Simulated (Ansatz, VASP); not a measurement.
**One calculation of CsI, two programs**

File INCAR:

```
  PREC = Accurate
  ENCUT = 400
  EDIFF = 1E-8
  ISMEAR = -1
  SIGMA = 0.01
  LREAL = False
  LASPH = True
  NELM = 120
  ALGO = Normal
  ISIF = 2
  LWAVE = False
  LCHARG = False
  GGA = CA
  LEFG = True
  NBANDS = 15
  GGA_COMPAT = False
```

File KPOINTS:

```
regular mesh
0
Gamma
  7 7 7
```

POSCAR

```
CsI
1.0
    4.5667000000      0.0000000000      0.0000000000
    0.0000000000      4.5667000000      0.0000000000
    0.0000000000      0.0000000000      4.4753660000
Cs I
1 1
Direct
    0.0000000000      0.0000000000      0.0000000000
    0.5000000000      0.5000000000      0.5000000000
```

Input for Ansatz:

```yaml
crystal:
  lattice:
    - [4.5667, 0.0, 0.0]
    - [0.0, 4.5667, 0.0]
    - [0.0, 0.0, 4.475366]
  atoms:
    - { symbol: Cs, position: [0.0, 0.0, 0.0] }
    - { symbol: I, position: [0.5, 0.5, 0.5] }
kpoints:
  mp_grid: { grid: [7, 7, 7] }
scf:
  occupations: { method: fermi_dirac, width: 0.01 }
hamiltonian:
  xc: lda
  pseudopotentials: { kind: all_electron, datasets: crystal }
output:
  forces: true
  stress: true
  eigenvalues: true
  efg: { contact_densities: true }
```

Change from the starting cell: zz strain of -2 %, crystal datasets.

Alike in both runs: task electric field gradients; functional LDA; k mesh 7 × 7 × 7; occupations fermi-dirac, width 0.01 eV; no spin polarisation.

|  | VASP | Ansatz |
| --- | --- | --- |
| version | VASP 6.6.1 | Ansatz 0.2.0 |
| potentials or method | VASP PAW LDA potentials, release 64 (Cs_sv, I), cutoff 400 eV | all-electron PAW with datasets made for the crystal, scalar-relativistic |

|  | VASP | Ansatz | Ansatz less VASP |
| --- | --- | --- | --- |
| gap on the k mesh at the Fermi level (eV) | 3.56 | 3.55 | -0.008 |
| pressure (GPa) | -1.2 | -1.2 | -0.05 |
| traceless stress, the component that is largest in VASP (GPa) | 0.24 | 0.24 | 0.000 |
| size of Vzz on the site where it differs most (V/Å²) | 13.3 | 13.7 | +0.38 |

LDA's correlation is that of Perdew and Zunger in VASP and of Perdew and Wang (1992) in Ansatz. Ansatz ran all-electron here, and VASP with PAW potentials.

Spin-orbit coupling is off throughout.
